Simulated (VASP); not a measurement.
# Rh (R-3m) in VASP: further runs

The runs below take Rh through electric field gradients, with PBE.

Program: VASP 6.6.1. These are calculated values, not measurements. Logs are shortened: lines on timing, memory, paths and dates and some standing lists are left out, and cuts for length are marked.

## (1) The cell of the first run

Symmetry: R-3m, No. 166, trigonal system. Conventional cell: a = 2.716 Å, b = 2.716 Å, c = 6.455 Å, α = 90.00°, β = 90.00°, γ = 120.00°. Within 3.5 Å of Rh (site symmetry -3m) lie 12 Rh at 2.66 to 2.72 Å.

## (2) Electric field gradients, PBE (equal xy, yz and zx shear strains of -2 %)

INCAR reads:

```
SYSTEM = Rh
  PREC = Accurate
  ENCUT = 520
  EDIFF = 1E-8
  ISMEAR = -1
  SIGMA = 0.08
  LREAL = .False.
  LASPH = .True.
  NELM = 100
  ALGO = Normal
  ISIF = 2
  LWAVE = .False.
  LCHARG = .False.
  GGA = PE
  LEFG = .True.
  NBANDS = 14
```

KPOINTS reads:

```
Automatic mesh
0
Gamma
  16 16 16
  0 0 0
```

POSCAR reads:

```
Rh
1.0
   -0.0380310000      1.8825345000      1.8825345000
    1.8825345000     -0.0380310000      1.8825345000
    1.8825345000      1.8825345000     -0.0380310000
Rh
1
Direct
    0.0000000000      0.0000000000      0.0000000000
```

Potentials or basis: VASP PAW PBE potentials, release 64 (Rh_pv).

Command:

```sh
$ cat potpaw_PBE.64/Rh_pv/POTCAR > POTCAR
$ mpirun -np 1 vasp_std > vasp.out
```

OUTCAR:

```text
SYSTEM = Rh
   PREC = Accurate
   ENCUT = 520
   EDIFF = 1E-8
   ISMEAR = -1
   LREAL = .False.
   LASPH = .True.
   NELM = 100
   ISIF = 2
   GGA = PE

 ion  position               nearest neighbor table
   1  0.000  0.000  0.000-

  LATTYP: Found a trigonal (rhomboedric) cell.
 ALAT       =     2.6625774438
 COS(alpha) =     0.4797000918

  Lattice vectors:

 A1 = (  -0.0380310000,   1.8825345000,   1.8825345000)
 A2 = (   1.8825345000,  -0.0380310000,   1.8825345000)
 A3 = (   1.8825345000,   1.8825345000,  -0.0380310000)

Analysis of symmetry for initial positions (statically):
=====================================================================
 Subroutine PRICEL returns:
 Original cell was already a primitive cell.

 Routine SETGRP: Setting up the symmetry group for a
 trigonal (rhombohedral) supercell.

 Subroutine GETGRP returns: Found 12 space group operations
 (whereof 12 operations were pure point group operations)
 out of a pool of 12 trial point group operations.

The static configuration has the point symmetry D_3d.

Analysis of symmetry for dynamics (positions and initial velocities):
=====================================================================
 Subroutine PRICEL returns:
 Original cell was already a primitive cell.

 Routine SETGRP: Setting up the symmetry group for a
 trigonal (rhombohedral) supercell.

 Subroutine GETGRP returns: Found 12 space group operations
 (whereof 12 operations were pure point group operations)
 out of a pool of 12 trial point group operations.

The dynamic configuration has the point symmetry D_3d.

 Subroutine INISYM returns: Found 12 space group operations
 (whereof 12 operations are pure point group operations),
 and found     1 'primitive' translations

----------------------------------------------------------------------------------------

                                     Primitive cell

  volume of cell :      13.7474

  direct lattice vectors                    reciprocal lattice vectors
    -0.038031000  1.882534500  1.882534500    -0.257683458  0.262996519  0.262996519
     1.882534500 -0.038031000  1.882534500     0.262996519 -0.257683458  0.262996519
     1.882534500  1.882534500 -0.038031000     0.262996519  0.262996519 -0.257683458

  length of vectors
     2.662577444  2.662577444  2.662577444     0.452476632  0.452476632  0.452476632

  position of ions in fractional coordinates (direct lattice)
     0.000000000  0.000000000  0.000000000

  ion indices of the primitive-cell ions
   primitive index   ion index
                 1           1

----------------------------------------------------------------------------------------

 KPOINTS: Automatic mesh

Automatic generation of k-mesh.
 Grid dimensions read from file:
 generate k-points for:   16   16   16

 Generating k-lattice:

  Cartesian coordinates                     Fractional coordinates (reciprocal lattice)
    -0.016105216  0.016437282  0.016437282     0.062500000  0.000000000  0.000000000
     0.016437282 -0.016105216  0.016437282     0.000000000  0.062500000  0.000000000
     0.016437282  0.016437282 -0.016105216     0.000000000  0.000000000  0.062500000

  Length of vectors
     0.028279789  0.028279789  0.028279789

  Shift w.r.t. Gamma in fractional coordinates (k-lattice)
     0.000000000  0.000000000  0.000000000

 Subroutine IBZKPT returns following result:
 ===========================================

 Found    417 irreducible k-points:

 Following reciprocal coordinates:
            Coordinates               Weight
  0.000000  0.000000  0.000000      1.000000
  0.062500  0.000000  0.000000      6.000000
  0.125000  0.000000  0.000000      6.000000
  0.187500 -0.000000 -0.000000      6.000000
  0.250000  0.000000  0.000000      6.000000
  0.312500  0.000000 -0.000000      6.000000
[... 16 lines left out ...]
 -0.125000  0.062500  0.000000     12.000000
 -0.062500  0.062500  0.000000      6.000000
 [... further k-points ...]
   k-points           NKPTS =    417   k-points in BZ     NKDIM =    417   number of bands    NBANDS=     14
   number of dos      NEDOS =    301   number of ions     NIONS =      1
   total plane-waves  NPLWV =   8000
   dimension x,y,z NGX =    20 NGY =   20 NGZ =   20
   dimension x,y,z NGXF=    40 NGYF=   40 NGZF=   40
   ions per type =               1
   NGX,Y,Z   is equivalent  to a cutoff of  12.49, 12.49, 12.49 a.u.
   NGXF,Y,Z  is equivalent  to a cutoff of  24.98, 24.98, 24.98 a.u.
 SYSTEM =  Rh
   PREC   = accura    normal or accurate (medium, high low for compatibility)
   ISTART =      0    job   : 0-new  1-cont  2-samecut
   ICHARG =      2    charge: 1-file 2-atom 10-const
   ISPIN  =      1    spin polarized calculation?
   LNONCOLLINEAR =      F non collinear calculations
   LSORBIT =      F    spin-orbit coupling
   LASPH  =      T    aspherical Exc in radial PAW
   ENCUT  =  520.0 eV  38.22 Ry    6.18 a.u.   4.95  4.95  4.95*2*pi/ulx,y,z
   NELM   =    100;   NELMIN=  2; NELMDL= -5     # of ELM steps
   EDIFF  = 0.1E-07   stopping-criterion for ELM
   LREAL  =      F    real-space projection
   EDIFFG = 0.1E-06   stopping-criterion for IOM
   NSW    =      0    number of steps for IOM
   IBRION =     -1    ionic relax: 0-MD 1-quasi-New 2-CG
   NFREE  =      0    steps in history (QN), initial steepest desc. (CG)
   ISIF   =      2    stress and relaxation
   ISYM   =      2    0-nonsym 1-usesym 2-fastsym
   POTIM  = 0.5000    time-step for ionic-motion
   TEBEG  =    0.0;   TEEND  =   0.0 temperature during run
   PSTRESS=    0.0 pullay stress
   NELECT =      15.0000    total number of electrons
   NUPDOWN=      -1.0000    fix difference up-down
   EMIN   =  10.00;   EMAX   =-10.00  energy-range for DOS
   EFERMI =   0.00;   METHOD = LEGACY
   ISMEAR =    -1;   SIGMA  =   0.08  broadening in eV -4-tet -1-fermi 0-gaus
   EFERMI_NEDOS =   21; number of points for ismear=-14 and -15
   IALGO  =     38    algorithm
   IMIX   =      4    mixing-type and parameters
     AMIX     =   0.40;   BMIX     =  1.00
     AMIX_MAG =   1.60;   BMIX_MAG =  1.00
  volume/ion in A,a.u.               =      13.75        92.77
  Fermi-wavevector in a.u.,A,eV,Ry     =   1.685380  3.184907 38.647437  2.840507
  Thomas-Fermi vector in A             =   2.768234
   LORBIT       =      0    0 simple, 1 ext, 2 COOP (PROOUT), +10 PAW based schemes
   GGA     = PE    functional components
   LHFCALC =     F    Hartree Fock is set to
   AEXX    =    0.0000 exact exchange contribution
   IVDW    =     0    specifies the selected vdW correction
   LEPSILON=     F    determine dielectric tensor
   LRPA    =     F    only Hartree local field effects (RPA)
 non-spin polarized calculation
  energy-cutoff  :      520.00
  volume of cell :       13.75
 maximum number of plane-waves:       380
   NGX =  9   NGY =  9   NGZ =  9

 number of electron      15.0000003 magnetization

 Free energy of the ion-electron system (eV)
  ---------------------------------------------------
  ext. energy  EPLUGINS =         0.00000000
  ---------------------------------------------------
  free energy    TOTEN  =        -7.25694527 eV

  energy without entropy =       -7.22704168  energy(sigma->0) =       -7.24199347

 E-fermi :  11.8973     XC(G=0): -14.0308

 val. band max:       11.8960133971   @ k =   0.4375   0.3750   0.3125
 cond. band min:      11.9017808513   @ k =  -0.1875   0.1250   0.0000
 fundamental gap:      0.0057674542
 Fermi energy:        11.8972716564

 k-point     1 :       0.0000    0.0000    0.0000
  band No.  band energies     occupation
      1     -34.4721      2.00000
      2     -34.4721      2.00000
      3     -34.4629      2.00000
      4       3.9473      2.00000
      5       8.6930      2.00000
      6       8.6930      2.00000
      7       9.0783      2.00000
      8      10.9313      1.99999
      9      10.9313      1.99999
     10      27.8900      0.00000
     11      32.4454      0.00000
     12      33.0534      0.00000
     13      33.0534      0.00000
     14      34.0322      0.00000
[... 375 lines left out ...]
 k-point    24 :      -0.0625    0.0625    0.0000
  band No.  band energies     occupation
      1     -34.5362      2.00000
      2     -34.4909      2.00000
      3     -34.4714      2.00000
      4       4.3502      2.00000
      5       8.5177      2.00000
      6       8.8435      2.00000
      7       9.2233      2.00000
      8      10.7627      2.00000
      9      10.9733      1.99998
     10      28.4347      0.00000
     11      31.4759      0.00000
     12      32.4466      0.00000
     13      33.2778      0.00000
     14      34.6828      0.00000

 [... further k-points ...]

------------------------ aborting loop because EDIFF is reached ----------------------------------------

  FORCE on cell =-STRESS in cart. coord.  units (eV):
  Direction    XX          YY          ZZ          XY          YZ          ZX
  --------------------------------------------------------------------------------------
  -------------------------------------------------------------------------------------
  Total        0.5566831      0.5566831      0.5566831      0.3477809      0.3477809      0.3477809
  in kB       64.8778650     64.8778650     64.8778650     40.5316488     40.5316488     40.5316488
  external PRESSURE =      64.8778650 kB  Pullay stress =       0.0000000 kB

 VOLUME and BASIS-vectors are now :
 -----------------------------------------------------------------------------
  energy-cutoff  :      520.00
  volume of cell :       13.75
      direct lattice vectors                 reciprocal lattice vectors
    -0.038031000  1.882534500  1.882534500    -0.257683458  0.262996519  0.262996519
     1.882534500 -0.038031000  1.882534500     0.262996519 -0.257683458  0.262996519
     1.882534500  1.882534500 -0.038031000     0.262996519  0.262996519 -0.257683458

 POSITION                                       TOTAL-FORCE (eV/Angst)
 -----------------------------------------------------------------------------------
      0.00000      0.00000      0.00000        -0.000000      0.000000     -0.000000
 -----------------------------------------------------------------------------------
    total drift:                                0.000000      0.000000      0.000000

  FREE ENERGIE OF THE ION-ELECTRON SYSTEM (eV)
  ---------------------------------------------------
  free  energy   TOTEN  =        -7.2569452685 eV

  energy  without entropy=       -7.2270416809  energy(sigma->0) =       -7.24199347

 Electric field gradients (V/A^2)
---------------------------------------------------------------------
 ion       V_xx      V_yy      V_zz      V_xy      V_xz      V_yz
---------------------------------------------------------------------
   1      -0.000    -0.000     0.000    -1.685    -1.685    -1.685
---------------------------------------------------------------------

 Electric field gradients after diagonalization (V/A^2)
 (convention: |V_zz| > |V_xx| > |V_yy|)
----------------------------------------------------------------------
 ion       V_xx      V_yy      V_zz     asymmetry (V_yy - V_xx)/ V_zz
----------------------------------------------------------------------
   1       1.685     1.685    -3.369       0.000
----------------------------------------------------------------------

           NMR quadrupolar parameters

 Cq : quadrupolar parameter    Cq=e*Q*V_zz/h
 eta: asymmetry parameters     (V_yy - V_xx)/ V_zz
 Q  : nuclear electric quadrupole moment in mb (millibarn)
----------------------------------------------------------------------
 ion       Cq(MHz)       eta       Q (mb)
----------------------------------------------------------------------
   1      -0.008       0.000       1.000
----------------------------------------------------------------------
```

Wall time 24 s (1 thread of Intel Xeon 6975P-C (Granite Rapids), shared host); peak memory 0.18 GiB.

Results:

| Quantity | Value |
| --- | --- |
| Free energy | -7.2569 eV |
| Pressure | 6.5 GPa |
| Band gap on the k mesh | zero (an odd number of electrons rules out a gap without spin polarisation) |
| Largest electric field gradient by atom | Rh -3.4 V/Å² |

Stress tensor (GPa, compression positive):
```
6.49 4.05 4.05
4.05 6.49 4.05
4.05 4.05 6.49
```

Electric field gradients, principal values (V/Å²):
```tsv
atom	least	middle	greatest (by size)
1 Rh	1.685	1.685	-3.369
```

Caveat: the cell differs from its parent crystal (equal xy, yz and zx shear strains of -2 %); the cell stands under pressure; without QUAD_EFG the Cq values of the log hold for a quadrupole moment of 1 mb, not for the nuclei.

## (3) Electric field gradients, PBE (equal xy, yz and zx shear strains of -2 %)

INCAR reads:

```
ALGO     = Normal         # electronic algorithm
EDIFF    = 1E-8           # SCF threshold, eV
ENCUT    = 520            # plane-wave cutoff, eV
GGA      = PE             # functional
ISIF     = 2              # what is computed and relaxed
ISMEAR   = -1             # smearing method
LASPH    = True           # aspherical terms in the spheres
LCHARG   = False          # write CHGCAR
LEFG     = True         
LREAL    = False          # projectors in reciprocal space
LWAVE    = False          # write WAVECAR
NBANDS   = 14             # bands
NELM     = 60             # most SCF steps
PREC     = Accurate       # precision mode
SIGMA    = 0.08           # smearing width, eV
```

KPOINTS reads:

```
k-points
0
Gamma
  16 16 16
```

POSCAR is that of step 2.

Potentials or basis: VASP PAW PBE potentials, release 64 (Rh_pv).

Command:

```sh
$ cat potpaw_PBE.64/Rh_pv/POTCAR > POTCAR
$ mpirun -np 1 vasp_std > vasp.out
```

OUTCAR:

```text
EDIFF = 1E-8
   ENCUT = 520
   GGA = PE
   ISIF = 2
   ISMEAR = -1
   LASPH = True
   LREAL = False
   NELM = 60
   PREC = Accurate

 ion  position               nearest neighbor table
   1  0.000  0.000  0.000-

  LATTYP: Found a trigonal (rhomboedric) cell.
 ALAT       =     2.6625774438
 COS(alpha) =     0.4797000918

  Lattice vectors:

 A1 = (  -0.0380310000,   1.8825345000,   1.8825345000)
 A2 = (   1.8825345000,  -0.0380310000,   1.8825345000)
 A3 = (   1.8825345000,   1.8825345000,  -0.0380310000)

Analysis of symmetry for initial positions (statically):
=====================================================================
 Subroutine PRICEL returns:
 Original cell was already a primitive cell.

 Routine SETGRP: Setting up the symmetry group for a
 trigonal (rhombohedral) supercell.

 Subroutine GETGRP returns: Found 12 space group operations
[... 587 lines left out ...]
  external PRESSURE =      64.8778650 kB  Pullay stress =       0.0000000 kB

 VOLUME and BASIS-vectors are now :
 -----------------------------------------------------------------------------
  energy-cutoff  :      520.00
  volume of cell :       13.75
      direct lattice vectors                 reciprocal lattice vectors
    -0.038031000  1.882534500  1.882534500    -0.257683458  0.262996519  0.262996519
     1.882534500 -0.038031000  1.882534500     0.262996519 -0.257683458  0.262996519
     1.882534500  1.882534500 -0.038031000     0.262996519  0.262996519 -0.257683458

 POSITION                                       TOTAL-FORCE (eV/Angst)
 -----------------------------------------------------------------------------------
      0.00000      0.00000      0.00000        -0.000000      0.000000     -0.000000
 -----------------------------------------------------------------------------------
    total drift:                                0.000000      0.000000      0.000000

  FREE ENERGIE OF THE ION-ELECTRON SYSTEM (eV)
  ---------------------------------------------------
  free  energy   TOTEN  =        -7.2569452685 eV

  energy  without entropy=       -7.2270416809  energy(sigma->0) =       -7.24199347

 Electric field gradients (V/A^2)
---------------------------------------------------------------------
 ion       V_xx      V_yy      V_zz      V_xy      V_xz      V_yz
---------------------------------------------------------------------
   1      -0.000    -0.000     0.000    -1.685    -1.685    -1.685
---------------------------------------------------------------------

 Electric field gradients after diagonalization (V/A^2)
 (convention: |V_zz| > |V_xx| > |V_yy|)
----------------------------------------------------------------------
 ion       V_xx      V_yy      V_zz     asymmetry (V_yy - V_xx)/ V_zz
----------------------------------------------------------------------
   1       1.685     1.685    -3.369       0.000
----------------------------------------------------------------------

           NMR quadrupolar parameters

 Cq : quadrupolar parameter    Cq=e*Q*V_zz/h
 eta: asymmetry parameters     (V_yy - V_xx)/ V_zz
 Q  : nuclear electric quadrupole moment in mb (millibarn)
----------------------------------------------------------------------
 ion       Cq(MHz)       eta       Q (mb)
----------------------------------------------------------------------
   1      -0.008       0.000       1.000
----------------------------------------------------------------------
```

OSZICAR:

```text
N       E                     dE             d eps       ncg     rms          rms(c)
DAV:   1     0.120653344621E+03    0.12065E+03   -0.87945E+03 11756   0.115E+03
DAV:   2    -0.618103270052E+01   -0.12683E+03   -0.12140E+03 12864   0.341E+02
DAV:   3    -0.774516523882E+01   -0.15641E+01   -0.15617E+01 14040   0.417E+01
DAV:   4    -0.775100865446E+01   -0.58434E-02   -0.58432E-02 13326   0.260E+00
DAV:   5    -0.775106026811E+01   -0.51614E-04   -0.51613E-04 13788   0.216E-01    0.102E+01
DAV:   6    -0.727681919105E+01    0.47424E+00   -0.80520E-01 12342   0.123E+01    0.359E+00
DAV:   7    -0.726039166119E+01    0.16428E-01   -0.17124E-02 13566   0.162E+00    0.169E+00
DAV:   8    -0.725709455763E+01    0.32971E-02   -0.34721E-03 12354   0.792E-01    0.211E-01
DAV:   9    -0.725694316590E+01    0.15139E-03   -0.11171E-04 12462   0.147E-01    0.119E-02
DAV:  10    -0.725694537517E+01   -0.22093E-05   -0.28855E-06 13368   0.205E-02    0.313E-03
DAV:  11    -0.725694542528E+01   -0.50111E-07   -0.29012E-07 13206   0.724E-03    0.118E-03
DAV:  12    -0.725694526377E+01    0.16151E-06   -0.15820E-08  8532   0.180E-03    0.269E-04
DAV:  13    -0.725694526849E+01   -0.47230E-08   -0.63451E-10  6102   0.345E-04
   1 F= -.72569453E+01 E0= -.72419935E+01  d E =-.299036E-01
```

stdout:

```text
POSCAR found type information on POSCAR Rh
 POSCAR found :  1 types and       1 ions
 scaLAPACK will be used
 LDA part: xc-table for (Slater+PW92), standard interpolation
 POSCAR, INCAR and KPOINTS ok, starting setup
 FFT: planning ... GRIDC
 FFT: planning ... GRID_SOFT
 FFT: planning ... GRID
 WAVECAR not read
 entering main loop
ion   1
```

Run time: 24 s. Hardware: 1 thread of Intel Xeon 6975P-C (Granite Rapids), shared host; peak memory 0.18 GiB.

Results:

* Free energy: -7.2569 eV
* Pressure: 6.5 GPa
* Band gap on the k mesh: zero (an odd number of electrons rules out a gap without spin polarisation)
* Largest electric field gradient by atom: Rh -3.4 V/Å²

Electric field gradients, principal values (V/Å²):
```csv
atom,least,middle,greatest (by size)
1 Rh,1.685,1.685,-3.369
```

Caveat: the cell differs from its parent crystal (equal xy, yz and zx shear strains of -2 %); the cell stands under pressure; without QUAD_EFG the Cq values of the log hold for a quadrupole moment of 1 mb, not for the nuclei.
